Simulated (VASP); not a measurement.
# C35N (a cell with a defect) (Graphite 2H) in VASP: notebook

Runs on C35N (a cell with a defect) (Graphite 2H). Level: PBE. Tasks: single point.

All numbers are computed with VASP 6.6.1; they aren't measurements. Logs are shortened: lines on timing, memory, paths and dates and some standing lists are left out, and cuts for length are marked.

**1. The cell of the first run**

The cell holds a defect, 36 atoms: a = 7.410 Å, b = 7.410 Å, c = 6.790 Å, α = 90.00°, β = 90.00°, γ = 120.00°.

**2. Single point, PBE, collinear spin, ferromagnetic start**

Input file INCAR:

```
SYSTEM = C35N
PREC     = Accurate       ! precision mode
ENCUT    = 520            ! plane-wave cutoff, eV
EDIFF    = 1E-6           ! SCF threshold, eV
ISMEAR   = -1             ! smearing method
SIGMA    = 0.01           ! smearing width, eV
LREAL    = Auto         
LASPH    = .TRUE.         ! aspherical terms in the spheres
NELM     = 150            ! most SCF steps
ALGO     = Normal         ! electronic algorithm
ISIF     = 2              ! what is computed and relaxed
LWAVE    = .FALSE.        ! write WAVECAR
LCHARG   = .TRUE.         ! write CHGCAR
ISPIN    = 2              ! spin polarisation
MAGMOM   = 1 0 0 0 0 0 0 0 0 0 0 0 0 0 0 0 0 0 0 0 0 0 0 0 0 0 0 0 0 0 0 0 0 0 0 0 ! initial moments
LORBIT   = 11             ! projections on sites
GGA      = PE             ! functional
LELF     = .TRUE.         ! ELF
LVHAR    = .TRUE.       
NBANDS   = 100            ! bands
```

Input file KPOINTS:

```
Automatic mesh
0
G
  3 3 3
  0 0 0
```

Input file POSCAR:

```
C35N
1.0
    7.4099999999      0.0000000000      0.0000000000
   -3.7050000000      6.4172482420      0.0000000000
    0.0000000000      0.0000000000      6.7900000000
N C
1 35
Direct
    0.0000000000      0.0000000000      0.0023470319
   -0.0004256249      0.3321357405      0.0023901423
   -0.0004256249      0.6674386346      0.0023901423
    0.3325613654      0.0004256249      0.0023901423
    0.3325613654      0.3321357405      0.0023901423
    0.3333333333      0.6666666667      0.0023723448
    0.6678642595      0.0004256249      0.0023901423
    0.6666666667      0.3333333333      0.0023786285
    0.6678642595      0.6674386346      0.0023901423
    0.0000000000      0.0000000000      0.5025949473
    0.0000179832      0.3333966330      0.5026236668
    0.0000179832      0.6666213502      0.5026236668
    0.3333786498     -0.0000179832      0.5026236668
    0.3333786498      0.3333966330      0.5026236668
    0.3333333333      0.6666666667      0.5026393393
    0.6666033670     -0.0000179832      0.5026236668
    0.6666666667      0.3333333333      0.5026322092
    0.6666033670      0.6666213502      0.5026236668
    0.1104206239      0.2208412478      0.0023784917
    0.1115773262      0.5557886631      0.0023753125
    0.1104206239      0.8895793761      0.0023784917
    0.4446927299      0.2223463649      0.0023788909
    0.4442113369      0.5557886631      0.0023753125
    0.4442113369      0.8884226738      0.0023753125
    0.7776536351      0.2223463649      0.0023788909
    0.7776536351      0.5553072701      0.0023788909
    0.7791587522      0.8895793761      0.0023784917
    0.2222672188      0.1111336094      0.5026025094
    0.2222524611      0.4445049222      0.5026246421
    0.2222524611      0.7777475389      0.5026246421
    0.5555799260      0.1111598520      0.5026243683
    0.5555799260      0.4444200740      0.5026243683
    0.5554950778      0.7777475389      0.5026246421
    0.8888663906      0.1111336094      0.5026025094
    0.8888401480      0.4444200740      0.5026243683
    0.8888663906      0.7777327812      0.5026025094
```

Potentials or basis: VASP PAW PBE potentials, release 64 (N, C).

Launch:

```sh
cat potpaw_PBE.64/N/POTCAR potpaw_PBE.64/C/POTCAR > POTCAR
mpirun -np 1 vasp_std > vasp.out
```

OUTCAR:

```text
SYSTEM = C35N
   PREC = Accurate
   ENCUT = 520
   EDIFF = 1E-6
   ISMEAR = -1
   LREAL = Auto
   LASPH = .TRUE.
   NELM = 150
   ISIF = 2
   ISPIN = 2
   LORBIT = 11
   GGA = PE

 ion  position               nearest neighbor table
   1  0.000  0.000  0.002-  27 1.42  21 1.42  19 1.42
   2  1.000  0.332  0.002-  25 1.42  19 1.43  20 1.44
   3  1.000  0.667  0.002-  26 1.42  21 1.43  20 1.44
   4  0.333  0.000  0.002-  22 1.42  21 1.43  24 1.44
   5  0.333  0.332  0.002-  22 1.42  19 1.43  23 1.44
   6  0.333  0.667  0.002-  20 1.42  24 1.42  23 1.42
[... 28 lines left out ...]
  35  0.889  0.444  0.503-  17 1.43  11 1.43  12 1.43
  36  0.889  0.778  0.503-  18 1.43  12 1.43  10 1.43

  LATTYP: Found a hexagonal cell.
 ALAT       =     7.4099999999
 C/A-ratio  =     0.9163292848

  Lattice vectors:

 A1 = (   7.4099999999,   0.0000000000,   0.0000000000)
 A2 = (  -3.7050000000,   6.4172482420,   0.0000000000)
 A3 = (   0.0000000000,   0.0000000000,   6.7900000000)

Analysis of symmetry for initial positions (statically):
=====================================================================
 Subroutine PRICEL returns:
 Original cell was already a primitive cell.

 Routine SETGRP: Setting up the symmetry group for a
 hexagonal supercell.

 Subroutine GETGRP returns: Found  6 space group operations
 (whereof  6 operations were pure point group operations)
 out of a pool of 24 trial point group operations.

The static configuration has the point symmetry C_3v.

Analysis of symmetry for dynamics (positions and initial velocities):
=====================================================================
 Subroutine PRICEL returns:
 Original cell was already a primitive cell.

 Routine SETGRP: Setting up the symmetry group for a
 hexagonal supercell.

 Subroutine GETGRP returns: Found  6 space group operations
 (whereof  6 operations were pure point group operations)
 out of a pool of 24 trial point group operations.

The dynamic configuration has the point symmetry C_3v.

Analysis of structural, dynamic, and magnetic symmetry:
=====================================================================
 Subroutine PRICEL returns:
 Original cell was already a primitive cell.

 Routine SETGRP: Setting up the symmetry group for a
 hexagonal supercell.

 Subroutine GETGRP returns: Found  6 space group operations
 (whereof  6 operations were pure point group operations)
[... 192 lines left out ...]
 Free energy of the ion-electron system (eV)
  ---------------------------------------------------
  ext. energy  EPLUGINS =         0.00000000
  ---------------------------------------------------
  free energy    TOTEN  =      -329.81694006 eV

  energy without entropy =     -329.81569497  energy(sigma->0) =     -329.81631751

 E-fermi :   5.1665     XC(G=0): -10.2335

 val. band max:        5.1593694536   @ k =   0.3333   0.3333   0.0000
 cond. band min:       5.2121658936   @ k =   0.3333   0.3333   0.3333
 fundamental gap:      0.0527964400
 Fermi energy:         5.1665118480

 spin component 1

 k-point     1 :       0.0000    0.0000    0.0000
  band No.  band energies     occupation
      1     -17.2918      1.00000
      2     -14.6088      1.00000
      3     -14.3850      1.00000
      4     -13.1041      1.00000
      5     -13.1041      1.00000
      6     -12.7068      1.00000
[... 598 lines left out ...]
     83       8.9029      0.00000
     84       8.9112      0.00000
 Fermi energy:         5.1665118480

 spin component 2

 k-point     1 :       0.0000    0.0000    0.0000
  band No.  band energies     occupation
      1     -17.2625      1.00000
      2     -14.5988      1.00000
      3     -14.3797      1.00000
      4     -13.0894      1.00000
      5     -13.0894      1.00000
      6     -12.6976      1.00000
[... 598 lines left out ...]
     83       8.9066      0.00000
     84       8.9138      0.00000
 [bands above 84 left out]

------------------------ aborting loop because EDIFF is reached ----------------------------------------

  FORCE on cell =-STRESS in cart. coord.  units (eV):
  Direction    XX          YY          ZZ          XY          YZ          ZX
  --------------------------------------------------------------------------------------
  -------------------------------------------------------------------------------------
  Total       -7.2078320     -7.2078320      5.7132925      0.0000000     -0.0000000      0.0000000
  in kB      -35.7666625    -35.7666625     28.3504673      0.0000000     -0.0000000      0.0000000
  external PRESSURE =     -14.3942859 kB  Pullay stress =       0.0000000 kB

 VOLUME and BASIS-vectors are now :
 -----------------------------------------------------------------------------
  energy-cutoff  :      520.00
  volume of cell :      322.88
      direct lattice vectors                 reciprocal lattice vectors
     7.410000000  0.000000000  0.000000000     0.134952767  0.077915016  0.000000000
    -3.705000000  6.417248242  0.000000000     0.000000000  0.155830032  0.000000000
     0.000000000  0.000000000  6.790000000     0.000000000  0.000000000  0.147275405

 POSITION                                       TOTAL-FORCE (eV/Angst)
 -----------------------------------------------------------------------------------
      0.00000      0.00000      0.01594        -0.000000      0.000000      0.001711
      6.17628      2.13140      0.01623        -0.005103     -0.001728     -0.003906
      4.93399      4.28312      0.01623        -0.004048     -0.003555     -0.003906
      2.46270      0.00273      0.01623         0.001055      0.005283     -0.003906
      1.23372      2.13140      0.01623         0.005103     -0.001728     -0.003906
     -0.00000      4.27817      0.01611        -0.000000      0.000000     -0.001446
[... 28 lines left out ...]
      4.93973      2.85195      3.41282        -0.004408     -0.002545      0.006158
      3.70500      4.99090      3.41267         0.000000     -0.003857     -0.003349
 -----------------------------------------------------------------------------------
    total drift:                                0.000000     -0.000000      0.024119

  FREE ENERGIE OF THE ION-ELECTRON SYSTEM (eV)
  ---------------------------------------------------
  free  energy   TOTEN  =      -329.8169400602 eV

  energy  without entropy=     -329.8156949675  energy(sigma->0) =     -329.81631751

 total charge

# of ion       s       p       d       tot
------------------------------------------
    1        1.200   2.706   0.000   3.906
    2        0.857   1.780   0.000   2.637
    3        0.857   1.780   0.000   2.637
    4        0.857   1.780   0.000   2.637
    5        0.857   1.780   0.000   2.637
    6        0.863   1.782   0.000   2.645
[... 28 lines left out ...]
   35        0.861   1.788   0.000   2.649
   36        0.860   1.788   0.000   2.648
--------------------------------------------------
tot         31.253  64.993   0.000  96.245

 magnetization (x)

# of ion       s       p       d       tot
------------------------------------------
    1        0.001   0.026   0.000   0.027
    2       -0.000  -0.000   0.000  -0.001
    3       -0.000  -0.000   0.000  -0.001
    4       -0.000  -0.000   0.000  -0.001
    5       -0.000  -0.000   0.000  -0.001
    6       -0.000  -0.001   0.000  -0.002
[... 28 lines left out ...]
   35       -0.000  -0.000   0.000  -0.000
   36       -0.000  -0.001   0.000  -0.001
--------------------------------------------------
tot          0.003   0.105   0.000   0.108
```

OSZICAR:

```text
N       E                     dE             d eps       ncg     rms          rms(c)
DAV:   1     0.600394152378E+03    0.60039E+03   -0.73655E+04  2800   0.135E+03
DAV:   2    -0.292811653898E+03   -0.89321E+03   -0.84334E+03  3492   0.290E+02
DAV:   3    -0.349180585809E+03   -0.56369E+02   -0.55736E+02  3336   0.716E+01
DAV:   4    -0.350350792214E+03   -0.11702E+01   -0.11659E+01  3680   0.109E+01
DAV:   5    -0.350386671717E+03   -0.35880E-01   -0.35850E-01  3656   0.176E+00    0.267E+01
DAV:   6    -0.334572618260E+03    0.15814E+02   -0.16472E+01  3248   0.118E+01    0.154E+01
DAV:   7    -0.329696477595E+03    0.48761E+01   -0.17036E+01  3192   0.107E+01    0.498E+00
DAV:   8    -0.329792862792E+03   -0.96385E-01   -0.57115E-01  3292   0.230E+00    0.238E+00
DAV:   9    -0.329808753461E+03   -0.15891E-01   -0.61450E-02  3240   0.894E-01    0.749E-01
DAV:  10    -0.329815433889E+03   -0.66804E-02   -0.84850E-03  3336   0.375E-01    0.206E-01
DAV:  11    -0.329816382979E+03   -0.94909E-03   -0.14266E-03  3296   0.123E-01    0.104E-01
DAV:  12    -0.329816797548E+03   -0.41457E-03   -0.27046E-04  3212   0.618E-02    0.497E-02
DAV:  13    -0.329816927237E+03   -0.12969E-03   -0.13850E-04  3152   0.401E-02    0.174E-02
DAV:  14    -0.329816938526E+03   -0.11289E-04   -0.14455E-05  3392   0.132E-02    0.657E-03
DAV:  15    -0.329816939772E+03   -0.12453E-05   -0.18044E-06  2672   0.454E-03    0.320E-03
DAV:  16    -0.329816940060E+03   -0.28863E-06   -0.41552E-07  2000   0.229E-03
   1 F= -.32981694E+03 E0= -.32981632E+03  d E =-.124509E-02  mag=     0.2037
```

stdout:

```text
POSCAR found type information on POSCAR N C
 POSCAR found :  2 types and      36 ions
 scaLAPACK will be used
 LDA part: xc-table for (Slater+PW92), standard interpolation
 POSCAR, INCAR and KPOINTS ok, starting setup
 FFT: planning ... GRIDC
 FFT: planning ... GRID_SOFT
 FFT: planning ... GRID
 WAVECAR not read
 entering main loop
```

Wall time 8.9 min (1 thread of Intel Xeon Platinum 8488C (Sapphire Rapids), shared host); peak memory 0.66 GiB.

What came out:

```
Free energy                                           : -329.8169 eV
Pressure                                              : -1.4 GPa
Largest force                                         : 0.014 eV/Å
Net moment                                            : 0.20 μB per cell
Site moments                                          : N +0.03; C -0.00, -0.01, +0.00, +0.01, +0.02 μB
Valence electrons inside the program's atomic spheres : N 3.91; C 2.64, 2.65, 2.59, 2.63
```

Forces on the atoms (eV/Å):
```
N    0.000  0.000  0.002
C   -0.005 -0.002 -0.004
C   -0.004 -0.004 -0.004
C    0.001  0.005 -0.004
C    0.005 -0.002 -0.004
C    0.000  0.000 -0.001
C   -0.001  0.005 -0.004
C    0.000  0.000  0.001
C    0.004 -0.004 -0.004
C    0.000  0.000  0.013
C    0.006 -0.002 -0.003
C    0.001  0.006 -0.003
C   -0.004 -0.004 -0.003
C   -0.006 -0.002 -0.003
C    0.000  0.000 -0.005
C    0.004 -0.004 -0.003
C    0.000  0.000 -0.007
C   -0.001  0.006 -0.003
C    0.000  0.014  0.001
C    0.002  0.001  0.008
C    0.012 -0.007  0.001
C    0.002  0.001  0.002
C   -0.002  0.001  0.008
C    0.000 -0.003  0.008
C   -0.002  0.001  0.002
C    0.000 -0.002  0.002
C   -0.012 -0.007  0.001
C    0.003  0.002 -0.003
C    0.000  0.000  0.001
C    0.000  0.000  0.001
C    0.000  0.005  0.006
C    0.004 -0.003  0.006
C    0.000  0.000  0.001
C   -0.003  0.002 -0.003
C   -0.004 -0.003  0.006
C    0.000 -0.004 -0.003
```

Stress tensor (GPa, compression positive):
```
-3.58  0.00  0.00
 0.00 -3.58  0.00
 0.00  0.00  2.84
```

(Continued in part 2 of 2.)
